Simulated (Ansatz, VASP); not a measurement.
Two plane-wave programs on HfH2

```
CELL_PARAMETERS angstrom
-1.71550 1.71550 2.15103
1.71550 -1.71550 2.15103
1.71550 1.71550 -2.15103
ATOMIC_POSITIONS crystal
Hf 0.00000 0.00000 0.00000
H 0.75000 0.25000 0.50000
H 0.25000 0.75000 0.50000
```

Change from the starting cell: volume scaled by 0.96, PAW files.

Alike in both runs: task electric field gradients; functional LDA; k mesh 12 × 12 × 12; occupations fermi-dirac, width 0.03 eV; no spin polarisation.

|  | VASP | Ansatz |
| --- | --- | --- |
| version | VASP 6.6.1 | Ansatz 0.2.0 |
| potentials or method | VASP PAW LDA potentials, release 64 (Hf_pv, H) | PAW with Ansatz's default frozen-core files, scalar-relativistic |
| plane-wave cutoff (eV) | 520 | 420 |
| valence electrons in the cell | 12 | 28 |

|  | VASP | Ansatz | Ansatz less VASP |
| --- | --- | --- | --- |
| pressure (GPa) | -2.7 | -2.6 | +0.08 |
| traceless stress, the component that is largest in VASP (GPa) | -1.23 | -1.23 | 0.000 |
| size of Vzz on the site where it differs most (V/Å²) | 27.1 | 33.8 | +6.62 |

LDA's correlation is that of Perdew and Zunger in VASP and of Perdew and Wang (1992) in Ansatz. VASP's potentials hold 12 valence electrons a cell and Ansatz's 28, so a difference there can come from the potentials and not from the codes.

Neither program's run includes spin-orbit coupling.
